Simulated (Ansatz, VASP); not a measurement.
**One calculation of BaTiO3, two programs**

POSCAR

```
BaTiO3
1.0
    4.0950226294      0.0000000000      0.0000000000
    0.0000000000      2.9135386489      2.9904076023
    0.0000000000     -2.9135386489      2.9904076023
Ba Ti O
1 1 3
Direct
    0.0000000000      0.0044061011      0.0044061011
    0.5000000000      0.5135753575      0.5135753575
    0.0000000000      0.4947134013      0.4947134013
    0.5000000000      0.4954342957      0.9880908444
    0.5000000000      0.9880908444      0.4954342957
```

INCAR.step1

```
  PREC = Accurate
  ENCUT = 520
  ISMEAR = 0
  SIGMA = 0.05
  LREAL = False
  LASPH = True
  NELM = 150
  LMAXMIX = 4
  LDAU = True
  LDAUTYPE = 2
  LDAUL = -1 2 -1
  LDAUU = 0 4 0
  LDAUJ = 0 0 0
  NBANDS = 28
  GGA = PE
  ALGO = Normal
  EDIFF = 1E-4
  LWAVE = True
  LCHARG = False
```

INCAR.step2

```
  PREC = Accurate
  ENCUT = 520
  EDIFF = 1E-7
  ISMEAR = 0
  SIGMA = 0.05
  LREAL = False
  LASPH = True
  NELM = 150
  ALGO = Normal
  ISIF = 2
  LWAVE = False
  LCHARG = True
  LMAXMIX = 4
  LDAU = True
  LDAUTYPE = 2
  LDAUL = -1 2 -1
  LDAUU = 0 4 0
  LDAUJ = 0 0 0
  LDAUPRINT = 1
  METAGGA = R2SCAN
  LMIXTAU = True
  LELF = True
  LVHAR = True
  NBANDS = 28
  ISTART = 1
```

KPOINTS

```
Automatic mesh
0
Gamma
  6 6 6
```

Input for Ansatz:

```yaml
crystal:
  lattice:
    - [4.0950226294, 0.0, 0.0]
    - [0.0, 2.9135386489, 2.9904076023]
    - [0.0, -2.9135386489, 2.9904076023]
  atoms:
    - { symbol: Ba, position: [0.0, 0.0044061011, 0.0044061011] }
    - { symbol: Ti, position: [0.5, 0.5135753575, 0.5135753575] }
    - { symbol: O, position: [0.0, 0.4947134013, 0.4947134013] }
    - { symbol: O, position: [0.5, 0.4954342957, 0.9880908444] }
    - { symbol: O, position: [0.5, 0.9880908444, 0.4954342957] }
basis:
  ecutwfc: 500
kpoints:
  mp_grid: { grid: [6, 6, 6] }
hamiltonian:
  xc: r2scan
  hubbard: { sites: [{ species: Ti, l: d, u_eff: 4.0 }] }
scf:
  occupations: { method: gaussian, width: 0.05 }
output:
  forces: true
  stress: true
  eigenvalues: true
```

Change from the starting cell: strain +0.025 along x and y, +0.050 along z, atoms carried along.

Alike in both runs: task single point; functional r2SCAN; k mesh 6 × 6 × 6; occupations gaussian, width 0.05 eV; no spin polarisation; Hubbard terms Ti d U = 4.0 eV.

|  | VASP | Ansatz |
| --- | --- | --- |
| version | VASP 6.6.1 | Ansatz 0.2.0 |
| potentials or method | VASP PAW PBE potentials, release 64 (Ba_sv, Ti_sv, O), cutoff 520 eV | scalar-relativistic, plane waves, PAW |
| valence electrons in the cell | 40 | 40 |

Ansatz gave:

- gap on the k mesh at the Fermi level (eV): 2.47
- least direct gap on the mesh (eV): 2.81
- pressure (GPa): -13.8
- traceless stress, the component that is largest in VASP (GPa): -2.81
- rms of the force components (eV/Å): 0.273

Problem. Estimate VASP's values.

Solution. gap on the k mesh at the Fermi level (eV): 2.49; least direct gap on the mesh (eV): 2.84; pressure (GPa): -11.2; traceless stress, the component that is largest in VASP (GPa): -2.99; rms of the force components (eV/Å): 0.114.

VASP's potentials were made for PBE, not for r2SCAN. The programs project onto different local orbitals, so the same U acts differently, and such runs can settle in different states. Atom by atom the forces differ by 0.159 eV/Å (rms over components).

Spin-orbit coupling is off throughout.
